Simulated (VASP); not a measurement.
# Hf4Te (P4/nmm) in VASP: further runs

Hf4Te is run at these levels: PBE; tasks: single point, relaxation of cell and atoms.

Program: VASP 6.6.1. These are calculated values, not measurements. Logs are shortened: lines on timing, memory, paths and dates and some standing lists are left out, and cuts for length are marked.

## Step 1: The cell of the first run

It takes space group P4/nmm (No. 129, tetragonal). The conventional cell has a = 3.758 Å, b = 3.758 Å, c = 17.429 Å, α = 90.00°, β = 90.00°, γ = 90.00°. Hf (site symmetry 4mm) has 13 Hf at 3.05 to 3.76 Å and 1 Te at 3.08 Å within 4.0 Å. Within 4.0 Å of Hf (site symmetry 4mm) lie 14 Hf at 3.05 to 3.76 Å. Hf (site symmetry 4mm) has 4 Te at 2.98 Å and 9 Hf at 3.17 to 3.76 Å within 3.9 Å. Hf (site symmetry 4mm) has 14 Hf at 3.06 to 3.76 Å within 4.0 Å. Within 3.9 Å of Te (site symmetry 4mm) lie 5 Hf at 2.98 to 3.08 Å and 4 Te at 3.76 Å.

## Step 2: Single point, PBE

INCAR

```
SYSTEM = Hf4Te
  PREC = Accurate
  ENCUT = 520
  EDIFF = 1E-6
  ISMEAR = 0
  SIGMA = 0.2
  LREAL = .FALSE.
  LASPH = .TRUE.
  NELM = 80
  ALGO = Fast
  ISIF = 2
  LWAVE = .FALSE.
  LCHARG = .FALSE.
  GGA = PE
  NBANDS = 57
```

KPOINTS

```
Automatic mesh
0
G
  5 5 1
  0 0 0
```

POSCAR

```
Hf4Te
1.0
    3.7583050894      0.0000000000      0.0000000000
    0.0000000000      3.7583050894      0.0000000000
    0.0000000000      0.0000000000     17.4293075106
Hf Te
8 2
Direct
    0.0000000000      0.5000000000      0.7228302697
    0.5000000000      0.0000000000      0.6371744326
    0.5000000000      0.0000000000      0.8223733678
    0.0000000000      0.5000000000      0.5474191314
    0.5000000000      0.0000000000      0.4525808686
    0.5000000000      0.0000000000      0.2771697303
    0.0000000000      0.5000000000      0.3628255674
    0.0000000000      0.5000000000      0.1776266322
    0.0000000000      0.5000000000      0.8994184554
    0.5000000000      0.0000000000      0.1005815446
```

Potentials or basis: VASP PAW PBE potentials, release 64 (Hf_pv, Te).

Command:

```sh
cat potpaw_PBE.64/Hf_pv/POTCAR potpaw_PBE.64/Te/POTCAR > POTCAR
mpirun -np 1 vasp_std > vasp.out
```

OUTCAR:

```text
SYSTEM = Hf4Te
   PREC = Accurate
   ENCUT = 520
   EDIFF = 1E-6
   ISMEAR = 0
   LREAL = .FALSE.
   LASPH = .TRUE.
   NELM = 80
   ISIF = 2
   GGA = PE

 ion  position               nearest neighbor table
   1  0.000  0.500  0.723-   2 3.05   2 3.05   2 3.05   2 3.05   4 3.06   9 3.08   3 3.17   3 3.17
                             3 3.17   3 3.17
   2  0.500  0.000  0.637-   1 3.05   1 3.05   1 3.05   1 3.05   4 3.08   4 3.08   4 3.08   4 3.08
                             5 3.22   3 3.23
   3  0.500  0.000  0.822-   9 2.98   9 2.98   9 2.98   9 2.98   1 3.17   1 3.17   1 3.17   1 3.17
                             2 3.23
   4  0.000  0.500  0.547-   1 3.06   2 3.08   2 3.08   2 3.08   2 3.08   5 3.13   5 3.13   5 3.13
                             5 3.13   7 3.22
   5  0.500  0.000  0.453-   6 3.06   7 3.08   7 3.08   7 3.08   7 3.08   4 3.13   4 3.13   4 3.13
                             4 3.13   2 3.22
   6  0.500  0.000  0.277-   7 3.05   7 3.05   7 3.05   7 3.05   5 3.06  10 3.08   8 3.17   8 3.17
                             8 3.17   8 3.17
   7  0.000  0.500  0.363-   6 3.05   6 3.05   6 3.05   6 3.05   5 3.08   5 3.08   5 3.08   5 3.08
                             4 3.22   8 3.23
   8  0.000  0.500  0.178-  10 2.98  10 2.98  10 2.98  10 2.98   6 3.17   6 3.17   6 3.17   6 3.17
                             7 3.23
   9  0.000  0.500  0.899-   3 2.98   3 2.98   3 2.98   3 2.98   1 3.08
  10  0.500  0.000  0.101-   8 2.98   8 2.98   8 2.98   8 2.98   6 3.08

  LATTYP: Found a simple tetragonal cell.
 ALAT       =     3.7583050894
 C/A-ratio  =     4.6375446101

  Lattice vectors:

 A1 = (   3.7583050894,   0.0000000000,   0.0000000000)
 A2 = (   0.0000000000,   3.7583050894,   0.0000000000)
 A3 = (   0.0000000000,   0.0000000000,  17.4293075106)

Analysis of symmetry for initial positions (statically):
=====================================================================
 Subroutine PRICEL returns:
 Original cell was already a primitive cell.

 Routine SETGRP: Setting up the symmetry group for a
 simple tetragonal supercell.

 Subroutine GETGRP returns: Found 16 space group operations
 (whereof  8 operations were pure point group operations)
 out of a pool of 16 trial point group operations.

The static configuration has the point symmetry D_2d.
 The point group associated with its full space group is D_4h.

Analysis of symmetry for dynamics (positions and initial velocities):
=====================================================================
 Subroutine PRICEL returns:
 Original cell was already a primitive cell.

 Routine SETGRP: Setting up the symmetry group for a
 simple tetragonal supercell.

 Subroutine GETGRP returns: Found 16 space group operations
 (whereof  8 operations were pure point group operations)
 out of a pool of 16 trial point group operations.

The dynamic configuration has the point symmetry D_2d.
 The point group associated with its full space group is D_4h.

 Subroutine INISYM returns: Found 16 space group operations
 (whereof  8 operations are pure point group operations),
 and found     1 'primitive' translations

----------------------------------------------------------------------------------------

                                     Primitive cell

  volume of cell :     246.1865

  direct lattice vectors                    reciprocal lattice vectors
     3.758305089  0.000000000  0.000000000     0.266077388  0.000000000  0.000000000
     0.000000000  3.758305089  0.000000000     0.000000000  0.266077388  0.000000000
     0.000000000  0.000000000 17.429307511     0.000000000  0.000000000  0.057374626

  length of vectors
     3.758305089  3.758305089 17.429307511     0.266077388  0.266077388  0.057374626

  position of ions in fractional coordinates (direct lattice)
     0.000000000  0.500000000  0.722830270
     0.500000000  0.000000000  0.637174433
     0.500000000  0.000000000  0.822373368
     0.000000000  0.500000000  0.547419131
     0.500000000  0.000000000  0.452580869
     0.500000000  0.000000000  0.277169730
     0.000000000  0.500000000  0.362825567
     0.000000000  0.500000000  0.177626632
     0.000000000  0.500000000  0.899418455
     0.500000000  0.000000000  0.100581545

  ion indices of the primitive-cell ions
   primitive index   ion index
                 1           1
                 2           2
                 3           3
                 4           4
                 5           5
                 6           6
                 7           7
                 8           8
                 9           9
                10          10

----------------------------------------------------------------------------------------

 KPOINTS: Automatic mesh

Automatic generation of k-mesh.
 Grid dimensions read from file:
 generate k-points for:    5    5    1

 Generating k-lattice:

  Cartesian coordinates                     Fractional coordinates (reciprocal lattice)
     0.053215478  0.000000000  0.000000000     0.200000000  0.000000000  0.000000000
     0.000000000  0.053215478  0.000000000     0.000000000  0.200000000  0.000000000
     0.000000000  0.000000000  0.057374626     0.000000000  0.000000000  1.000000000

  Length of vectors
     0.053215478  0.053215478  0.057374626

  Shift w.r.t. Gamma in fractional coordinates (k-lattice)
     0.000000000  0.000000000  0.000000000

 Subroutine IBZKPT returns following result:
 ===========================================

 Found      6 irreducible k-points:

 Following reciprocal coordinates:
            Coordinates               Weight
  0.000000  0.000000  0.000000      1.000000
  0.200000  0.000000  0.000000      4.000000
  0.400000  0.000000  0.000000      4.000000
  0.200000  0.200000  0.000000      4.000000
  0.400000  0.200000  0.000000      8.000000
  0.400000  0.400000  0.000000      4.000000
   k-points           NKPTS =      6   k-points in BZ     NKDIM =      6   number of bands    NBANDS=     57
   number of dos      NEDOS =    301   number of ions     NIONS =     10
   total plane-waves  NPLWV = 109760
   dimension x,y,z NGX =    28 NGY =   28 NGZ =  140
   dimension x,y,z NGXF=    56 NGYF=   56 NGZF=  280
   ions per type =               8   2
   NGX,Y,Z   is equivalent  to a cutoff of  12.39, 12.39, 13.35 a.u.
   NGXF,Y,Z  is equivalent  to a cutoff of  24.77, 24.77, 26.71 a.u.
 SYSTEM =  Hf4Te
   PREC   = accura    normal or accurate (medium, high low for compatibility)
   ISTART =      0    job   : 0-new  1-cont  2-samecut
   ICHARG =      2    charge: 1-file 2-atom 10-const
   ISPIN  =      1    spin polarized calculation?
   LNONCOLLINEAR =      F non collinear calculations
   LSORBIT =      F    spin-orbit coupling
   LASPH  =      T    aspherical Exc in radial PAW
   ENCUT  =  520.0 eV  38.22 Ry    6.18 a.u.   6.99  6.99 32.41*2*pi/ulx,y,z
   NELM   =     80;   NELMIN=  2; NELMDL= -5     # of ELM steps
   EDIFF  = 0.1E-05   stopping-criterion for ELM
   LREAL  =      F    real-space projection
   EDIFFG = 0.1E-04   stopping-criterion for IOM
   NSW    =      0    number of steps for IOM
   IBRION =     -1    ionic relax: 0-MD 1-quasi-New 2-CG
   NFREE  =      0    steps in history (QN), initial steepest desc. (CG)
   ISIF   =      2    stress and relaxation
   ISYM   =      2    0-nonsym 1-usesym 2-fastsym
   POTIM  = 0.5000    time-step for ionic-motion
   TEBEG  =    0.0;   TEEND  =   0.0 temperature during run
   PSTRESS=    0.0 pullay stress
   NELECT =      92.0000    total number of electrons
   NUPDOWN=      -1.0000    fix difference up-down
   EMIN   =  10.00;   EMAX   =-10.00  energy-range for DOS
   EFERMI =   0.00;   METHOD = LEGACY
   ISMEAR =     0;   SIGMA  =   0.20  broadening in eV -4-tet -1-fermi 0-gaus
   EFERMI_NEDOS =   21; number of points for ismear=-14 and -15
   IALGO  =     68    algorithm
   IMIX   =      4    mixing-type and parameters
     AMIX     =   0.40;   BMIX     =  1.00
     AMIX_MAG =   1.60;   BMIX_MAG =  1.00
  volume/ion in A,a.u.               =      24.62       166.13
  Fermi-wavevector in a.u.,A,eV,Ry     =   1.179187  2.228340 18.918658  1.390482
  Thomas-Fermi vector in A             =   2.315502
   LORBIT       =      0    0 simple, 1 ext, 2 COOP (PROOUT), +10 PAW based schemes
   GGA     = PE    functional components
   LHFCALC =     F    Hartree Fock is set to
   AEXX    =    0.0000 exact exchange contribution
   IVDW    =     0    specifies the selected vdW correction
   LEPSILON=     F    determine dielectric tensor
   LRPA    =     F    only Hartree local field effects (RPA)
 non-spin polarized calculation
 RMM-DIIS sequential band-by-band and
 Gauss-broadening in eV      SIGMA  =   0.20
  energy-cutoff  :      520.00
  volume of cell :      246.19
 maximum number of plane-waves:      6662
 NGX is ok and might be reduce to    28
   NGX = 13   NGY = 13   NGZ = 65

 number of electron      92.0000012 magnetization

 Free energy of the ion-electron system (eV)
  ---------------------------------------------------
  ext. energy  EPLUGINS =         0.00000000
  ---------------------------------------------------
  free energy    TOTEN  =       -87.99012616 eV

  energy without entropy =      -87.71349361  energy(sigma->0) =      -87.85180989

 E-fermi :   5.1604     XC(G=0): -10.6382

 val. band max:        5.1331373626   @ k =   0.2000   0.2000   0.0000
 cond. band min:       5.1980186261   @ k =   0.2000   0.2000   0.0000
 fundamental gap:      0.0648812634
 Fermi energy:         5.1604344474

 k-point     1 :       0.0000    0.0000    0.0000
  band No.  band energies     occupation
      1     -25.9375      2.00000
      2     -25.9369      2.00000
      3     -25.9354      2.00000
      4     -25.9354      2.00000
      5     -25.9354      2.00000
      6     -25.9354      2.00000
[... 49 lines left out ...]
     56       7.2971      0.00000
     57       7.3536      0.00000

 k-point     2 :       0.2000    0.0000    0.0000
  band No.  band energies     occupation
      1     -25.9702      2.00000
      2     -25.9700      2.00000
      3     -25.9413      2.00000
      4     -25.9405      2.00000
      5     -25.9274      2.00000
      6     -25.9274      2.00000
[... 49 lines left out ...]
     56       7.0420      0.00000
     57       7.2939      0.00000

 k-point     3 :       0.4000    0.0000    0.0000
  band No.  band energies     occupation
      1     -26.0237      2.00000
      2     -26.0235      2.00000
      3     -25.9495      2.00000
      4     -25.9487      2.00000
      5     -25.9145      2.00000
      6     -25.9145      2.00000
[... 49 lines left out ...]
     56       7.5168      0.00000
     57       8.0051      0.00000

 k-point     4 :       0.2000    0.2000    0.0000
  band No.  band energies     occupation
      1     -25.9640      2.00000
      2     -25.9639      2.00000
      3     -25.9622      2.00000
      4     -25.9621      2.00000
      5     -25.9393      2.00000
      6     -25.9386      2.00000
[... 49 lines left out ...]
     56       7.3240      0.00000
     57       7.4653      0.00000

 k-point     5 :       0.4000    0.2000    0.0000
  band No.  band energies     occupation
      1     -26.0172      2.00000
      2     -26.0171      2.00000
      3     -25.9580      2.00000
      4     -25.9578      2.00000
      5     -25.9311      2.00000
      6     -25.9310      2.00000
[... 49 lines left out ...]
     56       7.6078      0.00000
     57       7.9612      0.00000

 k-point     6 :       0.4000    0.4000    0.0000
  band No.  band energies     occupation
      1     -26.0111      2.00000
      2     -26.0110      2.00000
      3     -26.0100      2.00000
      4     -26.0100      2.00000
      5     -25.9168      2.00000
      6     -25.9168      2.00000
[... 49 lines left out ...]
     56       7.8059      0.00000
     57       8.0844      0.00000

------------------------ aborting loop because EDIFF is reached ----------------------------------------

  FORCE on cell =-STRESS in cart. coord.  units (eV):
  Direction    XX          YY          ZZ          XY          YZ          ZX
  --------------------------------------------------------------------------------------
  -------------------------------------------------------------------------------------
  Total       -0.0615726     -0.0615726      0.1673460      0.0000000      0.0000000      0.0000000
  in kB       -0.4007137     -0.4007137      1.0890850      0.0000000      0.0000000      0.0000000
  external PRESSURE =       0.0958859 kB  Pullay stress =       0.0000000 kB

 VOLUME and BASIS-vectors are now :
 -----------------------------------------------------------------------------
  energy-cutoff  :      520.00
  volume of cell :      246.19
      direct lattice vectors                 reciprocal lattice vectors
     3.758305089  0.000000000  0.000000000     0.266077388  0.000000000  0.000000000
     0.000000000  3.758305089  0.000000000     0.000000000  0.266077388  0.000000000
     0.000000000  0.000000000 17.429307511     0.000000000  0.000000000  0.057374626

 POSITION                                       TOTAL-FORCE (eV/Angst)
 -----------------------------------------------------------------------------------
      0.00000      1.87915     12.59843         0.000000     -0.000000     -0.034051
      1.87915      0.00000     11.10551         0.000000     -0.000000      0.077246
      1.87915      0.00000     14.33340        -0.000000     -0.000000     -0.052459
      0.00000      1.87915      9.54114        -0.000000     -0.000000      0.019743
      1.87915      0.00000      7.88817        -0.000000     -0.000000     -0.019743
      1.87915      0.00000      4.83088        -0.000000     -0.000000      0.034051
      0.00000      1.87915      6.32380        -0.000000     -0.000000     -0.077246
      0.00000      1.87915      3.09591         0.000000      0.000000      0.052459
      0.00000      1.87915     15.67624        -0.000000     -0.000000      0.052851
      1.87915      0.00000      1.75307        -0.000000      0.000000     -0.052851
 -----------------------------------------------------------------------------------
    total drift:                               -0.000000      0.000000      0.000000

  FREE ENERGIE OF THE ION-ELECTRON SYSTEM (eV)
  ---------------------------------------------------
  free  energy   TOTEN  =       -87.9901261579 eV

  energy  without entropy=      -87.7134936126  energy(sigma->0) =      -87.85180989
```

It took 6.9 min on 1 thread of Intel Xeon 8259CL, shared host; peak memory 0.35 GiB.

Results:

| Property | Result |
| --- | --- |
| Free energy | -87.9901 eV |
| Pressure | 0.0 GPa |
| Largest force | 0.077 eV/Å |
| Band gap on the k mesh | zero (bands 46 and 47 overlap by 1.08 eV) |

Forces on the atoms (eV/Å):
```
Hf   0.000  0.000 -0.034
Hf   0.000  0.000  0.077
Hf   0.000  0.000 -0.052
Hf   0.000  0.000  0.020
Hf   0.000  0.000 -0.020
Hf   0.000  0.000  0.034
Hf   0.000  0.000 -0.077
Hf   0.000  0.000  0.052
Te   0.000  0.000  0.053
Te   0.000  0.000 -0.053
```

Caveat: the k points lie up to 0.36 Å⁻¹ apart, too coarse for converged energies and pressures of a metal; spin-orbit coupling is left out, which moves the levels of the heavy elements; this functional lacks dispersion, which binds layers or chains, so the pressure and a relaxed spacing across them are unreliable.

## Step 3: Relaxation of cell and atoms, PBE

This run uses another cell than the first one, of 21.50 Å³/atom.

INCAR

```
  PREC = Accurate
  ENCUT = 600
  EDIFF = 1E-6
  ISMEAR = 0
  SIGMA = 0.2
  LREAL = False
  LASPH = True
  NELM = 60
  ALGO = Normal
  ISIF = 3
  LWAVE = False
  LCHARG = False
  GGA = PE
  IBRION = 2
  NSW = 36
  EDIFFG = -0.08
```

KPOINTS

```
regular mesh
0
Gamma
  5 5 1
```

POSCAR

```
Hf4Te
1.0
    3.4000000000      0.0000000000      0.0000000000
    0.0000000000      3.4000000000      0.0000000000
    0.0000000000      0.0000000000     18.6000000000
Hf Te
8 2
Direct
    0.0000000000      0.5000000000      0.7300000000
    0.5000000000      0.0000000000      0.6400000000
    0.5000000000      0.0000000000      0.8200000000
    0.0000000000      0.5000000000      0.5450000000
    0.5000000000      0.0000000000      0.4550000000
    0.5000000000      0.0000000000      0.2700000000
    0.0000000000      0.5000000000      0.3600000000
    0.0000000000      0.5000000000      0.1800000000
    0.0000000000      0.5000000000      0.9150000000
    0.5000000000      0.0000000000      0.0850000000
```

Potentials or basis: VASP PAW PBE potentials, release 64 (Hf_pv, Te).

Command:

```sh
cat potpaw_PBE.64/Hf_pv/POTCAR potpaw_PBE.64/Te/POTCAR > POTCAR
mpirun -np 1 vasp_std > vasp.out
```

Wall time 50 min (1 thread of Intel Xeon 8259CL, shared host); peak memory 0.4 GiB.

It converged, with:

- Free energy: -87.9778 eV
- Relaxed volume: 24.17 Å³/atom
- Relaxed cell: a = 3.743 Å, b = 3.743 Å, c = 17.249 Å, α = 90.00°, β = 90.00°, γ = 90.00°
- Space group after relaxing (to 0.1 Å): P4/nmm (No. 129)
- Energy gained by relaxing: 215.0 meV/atom
- Ionic steps: 15
- Pressure after relaxing: 0.0 GPa
- Largest force after relaxing: 0.070 eV/Å
- Band gap on the k mesh: zero (bands 46 and 47 overlap by 1.09 eV)

Forces in eV/Å, atoms in the order of the input:
```
Hf   0.000  0.000  0.014
Hf   0.000  0.000  0.070
Hf   0.000  0.000 -0.064
Hf   0.000  0.000  0.052
Hf   0.000  0.000 -0.052
Hf   0.000  0.000 -0.014
Hf   0.000  0.000 -0.070
Hf   0.000  0.000  0.064
Te   0.000  0.000 -0.054
Te   0.000  0.000  0.054
```

Stress tensor (GPa, compression positive):
```
 0.21  0.00  0.00
 0.00  0.21  0.00
 0.00  0.00 -0.27
```

The path:
```tsv
step	energy change (eV)	largest force (eV/Å)	pressure (GPa)	volume (Å³)
1	0.0000	1.3903	12.13	215.02
2	-0.5030	1.9519	-8.60	269.59
3	-1.1475	1.5643	-1.55	244.41
4	-1.6711	1.0681	-1.58	245.41
5	-2.0369	0.3470	-1.15	246.31
6	-2.0400	0.4324	-1.08	246.38
7	-2.0401	0.4043	-1.10	246.36
8	-2.0810	0.4093	1.40	239.30
9	-2.0827	0.4097	0.97	240.45
10	-2.1244	0.2804	0.55	240.78
11	-2.1418	0.1759	0.09	241.17
12	-2.1421	0.1561	0.14	241.13
13	-2.1467	0.1144	-0.13	241.89
14	-2.1473	0.0938	-0.27	242.31
15	-2.1504	0.0700	0.05	241.66
```

Final structure:
```yaml
crystal:
  lattice:
    - [3.74297, 0.00000, 0.00000]
    - [0.00000, 3.74297, 0.00000]
    - [0.00000, 0.00000, 17.24923]
  atoms:
    - { symbol: Hf, position: [0.00000, 0.50000, 0.72721] }
    - { symbol: Hf, position: [0.50000, 0.00000, 0.63848] }
    - { symbol: Hf, position: [0.50000, 0.00000, 0.82857] }
    - { symbol: Hf, position: [0.00000, 0.50000, 0.54746] }
    - { symbol: Hf, position: [0.50000, 0.00000, 0.45254] }
    - { symbol: Hf, position: [0.50000, 0.00000, 0.27279] }
    - { symbol: Hf, position: [0.00000, 0.50000, 0.36152] }
    - { symbol: Hf, position: [0.00000, 0.50000, 0.17143] }
    - { symbol: Te, position: [0.00000, 0.50000, 0.90671] }
    - { symbol: Te, position: [0.50000, 0.00000, 0.09329] }
```

Levels at points of the mesh, in eV from the Fermi level:
```tsv
k point	band 43	band 44	band 45	band 46	band 47	band 48
(0.00, 0.00, 0.00)	0.26	0.53	0.88	0.94	0.94	1.02
```

Caveat: the k points lie up to 0.36 Å⁻¹ apart in the final cell, too coarse for converged energies and pressures of a metal; spin-orbit coupling is left out, which moves the levels of the heavy elements; this functional lacks dispersion, which binds layers or chains, so the pressure and a relaxed spacing across them are unreliable; the relaxation stopped at a loose force limit of 0.08 eV/Å, so its end isn't a converged minimum.

(Continued in part 2 of 2.)

The gap in the log of VASP goes by the Fermi energy; the results here count the filled bands.